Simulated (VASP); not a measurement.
# SbSe2 (P6_3/mmc) in VASP: notebook, part 2 of 2

VASP 6.6.1.

**4. Single point, PBEsol**

This run uses another cell than the first one, of 24.68 Å³/atom, 0.993 times its volume.

INCAR

```
SYSTEM = SbSe2
  PREC = Accurate
  ENCUT = 520
  EDIFF = 1E-6
  ISMEAR = 0
  SIGMA = 0.1
  LREAL = .False.
  LASPH = .True.
  NELM = 80
  ALGO = Normal
  ISIF = 2
  LWAVE = .False.
  LCHARG = .False.
  GGA = PS
  NBANDS = 26
```

KPOINTS

```
regular mesh
0
Gamma
  12 12 4
  0 0 0
```

POSCAR

```
SbSe2
1.0
    3.8244762104      0.0000000000      0.0000000000
   -1.9122381052      3.3120935544      0.0000000000
    0.0000000000      0.0000000000     11.6878912120
Sb Se
2 4
Direct
    0.6666666667      0.3333333333      0.7500000000
    0.3333333333      0.6666666667      0.2500000000
    0.3333333333      0.6666666667      0.9037836781
    0.6666666667      0.3333333333      0.4037836781
    0.3333333333      0.6666666667      0.5962163219
    0.6666666667      0.3333333333      0.0962163219
```

The run is started by

```sh
cat potpaw_PBE.64/Sb/POTCAR potpaw_PBE.64/Se/POTCAR > POTCAR
mpirun -np 1 vasp_std > vasp.out
```

Wall time 84 s (1 thread of Intel Xeon 6975P-C (Granite Rapids), shared host); peak memory 0.36 GiB.

Results (log left out):

* Free energy: -24.5707 eV
* Pressure: 0.0 GPa
* Largest force: 0.009 eV/Å
* Band gap on the k mesh: zero (band 17 reaches 6.27 eV, above the bottom of band 18 at 4.58 eV)

Forces in eV/Å, atoms in the order of the input:
```
Sb   0.000  0.000  0.000
Sb   0.000  0.000  0.000
Se   0.000  0.000  0.009
Se   0.000  0.000  0.009
Se   0.000  0.000 -0.009
Se   0.000  0.000 -0.009
```

Levels at points of the mesh, in eV from the Fermi level:
```
           k point  band 14  band 15  band 16  band 17  band 18  band 19  band 20  band 21
(0.00, 0.00, 0.00)    -1.18    -1.18    -0.28    -0.28     1.03     1.85     2.01     2.01
(0.50, 0.00, 0.00)    -2.21    -1.95    -0.69    -0.47    -0.18     0.53     1.58     2.07
(0.00, 0.00, 0.50)    -0.61    -0.61    -0.61    -0.18    -0.18     2.05     2.05     2.05
(0.50, 0.00, 0.50)    -2.15    -1.41    -1.41    -0.91    -0.91     1.66     1.66     2.70
```

Caveat: the PAW data sets were made with another functional, which shifts forces and pressure a little; spin-orbit coupling is left out, which moves the levels of the heavy elements.

**5. Relaxation of cell and atoms, PBEsol**

INCAR

```
PREC     = Accurate       # precision mode
ENCUT    = 600            # plane-wave cutoff, eV
EDIFF    = 1E-7           # SCF threshold, eV
ISMEAR   = 0              # smearing method
SIGMA    = 0.1            # smearing width, eV
LREAL    = F              # projectors in reciprocal space
LASPH    = T              # aspherical terms in the spheres
NELM     = 100            # most SCF steps
ALGO     = Normal         # electronic algorithm
ISIF     = 3              # what is computed and relaxed
LWAVE    = F              # write WAVECAR
LCHARG   = F              # write CHGCAR
GGA      = PS             # functional
IBRION   = 2              # ionic algorithm
NSW      = 80             # ionic steps
EDIFFG   = -0.01          # ionic threshold
```

KPOINTS

```
Automatic mesh
0
Gamma
  12 12 4
```

POSCAR

```
SbSe2
1.0
    3.8674280261      0.0000000000      0.0000000000
   -1.9337140130      3.3492909179      0.0000000000
    0.0000000000      0.0000000000     11.5090595226
Sb Se
2 4
Direct
    0.6666666667      0.3333333333      0.7500000000
    0.3333333333      0.6666666667      0.2500000000
    0.3333333333      0.6666666667      0.9038993208
    0.6666666667      0.3333333333      0.4038993208
    0.3333333333      0.6666666667      0.5961006792
    0.6666666667      0.3333333333      0.0961006792
```

The run is started by

```sh
cat potpaw_PBE.64/Sb/POTCAR potpaw_PBE.64/Se/POTCAR > POTCAR
mpirun -np 1 vasp_std > vasp.out
```

It took 8 min on 1 thread of Intel Xeon 6975P-C (Granite Rapids), shared host; peak memory 0.45 GiB.

Results (log left out):

| Item | Value |
| --- | --- |
| Free energy | -24.5710 eV |
| Relaxed volume | 24.68 Å³/atom |
| Relaxed cell | a = 3.825 Å, b = 3.825 Å, c = 11.687 Å, α = 90.00°, β = 90.00°, γ = 120.00° |
| Space group after relaxing (to 0.05 Å) | P6_3/mmc (No. 194) |
| Energy gained by relaxing | 1.9 meV/atom |
| Ionic steps | 8 |
| Pressure after relaxing | 0.0 GPa |
| Band gap on the k mesh | zero (band 17 reaches 6.27 eV, above the bottom of band 18 at 4.58 eV) |

Forces in eV/Å, atoms in the order of the input:
```
Sb   0.000  0.000  0.000
Sb   0.000  0.000  0.000
Se   0.000  0.000  0.002
Se   0.000  0.000  0.002
Se   0.000  0.000 -0.002
Se   0.000  0.000 -0.002
```

Step by step:
| step | energy change (eV) | largest force (eV/Å) | pressure (GPa) | volume (Å³) |
| --- | --- | --- | --- | --- |
| 1 | 0.0000 | 0.0443 | 0.01 | 149.08 |
| 2 | -0.0068 | 0.0035 | -0.23 | 149.09 |
| 3 | -0.0091 | 0.0549 | -0.47 | 149.10 |
| 4 | -0.0107 | 0.0029 | 0.28 | 147.23 |
| 5 | -0.0112 | 0.0176 | 0.02 | 147.86 |
| 6 | -0.0112 | 0.0184 | 0.01 | 147.89 |
| 7 | -0.0113 | 0.0132 | 0.01 | 147.94 |
| 8 | -0.0114 | 0.0020 | 0.01 | 148.08 |

Final structure:
```
CELL_PARAMETERS angstrom
3.82491 0.00000 0.00000
-1.91245 3.31247 0.00000
0.00000 0.00000 11.68733
ATOMIC_POSITIONS crystal
Sb 0.66667 0.33333 0.75000
Sb 0.33333 0.66667 0.25000
Se 0.33333 0.66667 0.90385
Se 0.66667 0.33333 0.40385
Se 0.33333 0.66667 0.59615
Se 0.66667 0.33333 0.09615
```

Levels at points of the mesh, in eV from the Fermi level:
```tsv
k point	band 15	band 16	band 17	band 18	band 19	band 20
(0.00, 0.00, 0.00)	-1.19	-0.28	-0.28	1.03	1.84	2.01
(0.50, 0.00, 0.00)	-1.95	-0.69	-0.47	-0.18	0.53	1.58
(0.00, 0.00, 0.50)	-0.61	-0.61	-0.18	-0.18	2.05	2.05
(0.50, 0.00, 0.50)	-1.41	-1.41	-0.91	-0.91	1.66	1.66
```

Caveat: the PAW data sets were made with another functional, which shifts forces and pressure a little; spin-orbit coupling is left out, which moves the levels of the heavy elements.

**6. Overview**

```tsv
task	cell	k mesh	cutoff (eV)	gap on the mesh (eV)	pressure (GPa)	relaxed volume (Å³/atom)	largest force (eV/Å)
single point	a = 3.867, b = 3.867, c = 11.509 Å, angles 90.0, 90.0, 120.0°, 6 atoms	6 × 6 × 2	520	none	0.0	-	0.03
relaxation of cell and atoms	relaxed from a = 3.144, b = 3.144, c = 12.711 Å, angles 90.0, 90.0, 120.0°, 6 atoms	6 × 6 × 2	600	none	0.2	24.72	0.02
single point	a = 3.824, b = 3.824, c = 11.688 Å, angles 90.0, 90.0, 120.0°, 6 atoms	12 × 12 × 4	520	none	0.0	-	0.01
relaxation of cell and atoms	relaxed from a = 3.867, b = 3.867, c = 11.509 Å, angles 90.0, 90.0, 120.0°, 6 atoms	12 × 12 × 4	600	none	0.0	24.68	-
```

Alike in all rows: level PBEsol; potentials or basis VASP PAW PBE potentials, release 64 (Sb, Se); no spin polarisation; smearing gaussian 0.1 eV.

Caveats: some runs use coarse meshes; the PAW data sets were made with another functional, which shifts forces and pressure a little; spin-orbit coupling is left out, which moves the levels of the heavy elements; the volume moved by over 15 % at a fixed basis, so the end points are rough (some runs); this functional lacks dispersion, which binds the layers, so the pressure and a relaxed spacing across them are unreliable (some runs); the relaxation stopped at a loose force limit of 0.05 eV/Å, so its end isn't a converged minimum (some runs).

Absolute energies hang on the potentials; compare differences alone.
